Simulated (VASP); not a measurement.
Here is a VASP 6.6.1 calculation.

Contents of POSCAR:

```
BiTe
1.0
    2.4227077728      1.3987509848      3.3172919545
   -2.4227077728      1.3987509848      3.3172919545
    0.0000000000     -2.7975019696      3.3172919545
Bi Te
1 1
Direct
    0.5000000000      0.5000000000      0.5000000000
    0.0000000000      0.0000000000      0.0000000000
```

INCAR.step1

```
PREC = Accurate ; ENCUT = 520
EDIFF = 1E-5 ; ISMEAR = -1
SIGMA = 0.05 ; LREAL = False
LASPH = True ; NELM = 60
ALGO = Normal ; ISIF = 2
LWAVE = True ; GGA = PE
NBANDS = 18
```

Contents of INCAR.step2:

```
PREC = Accurate ; ENCUT = 520
EDIFF = 1E-6 ; ISMEAR = -1
SIGMA = 0.05 ; LREAL = False
LASPH = True ; NELM = 60
ALGO = Normal ; ISIF = 2
LWAVE = False ; LCHARG = True
GGA = PE ; LHFCALC = True
AEXX = 0.35 ; HFSCREEN = 0.2078699
PRECFOCK = Normal ; LELF = True
LVHAR = True ; ISTART = 1
NBANDS = 18
```

KPOINTS

```
regular mesh
0
Gamma
  4 4 4
```

Potentials or basis: VASP PAW PBE potentials, release 64 (Bi_d, Te).

The run is started by

```bash
$ cat potpaw_PBE.64/Bi_d/POTCAR potpaw_PBE.64/Te/POTCAR > POTCAR
$ cp INCAR.step1 INCAR
$ mpirun -np 1 vasp_std > vasp.out
$ cp INCAR.step2 INCAR
$ mpirun -np 1 vasp_std > vasp.out
```

Question: Estimate the band gap on the k mesh.

Answer: Zero (an odd number of electrons rules out a gap without spin polarisation).

Question: Estimate the pressure.

Answer: -2.8 GPa.

Stress tensor (GPa, compression positive):
```
-3.02  0.00  0.00
 0.00 -3.02  0.00
 0.00  0.00 -2.29
```

Caveat: the k points lie up to 0.41 Å⁻¹ apart, too coarse for converged energies and pressures of a metal; the PAW data sets were made with another functional, which shifts forces and pressure a little; spin-orbit coupling is left out, which moves the levels of the heavy elements.
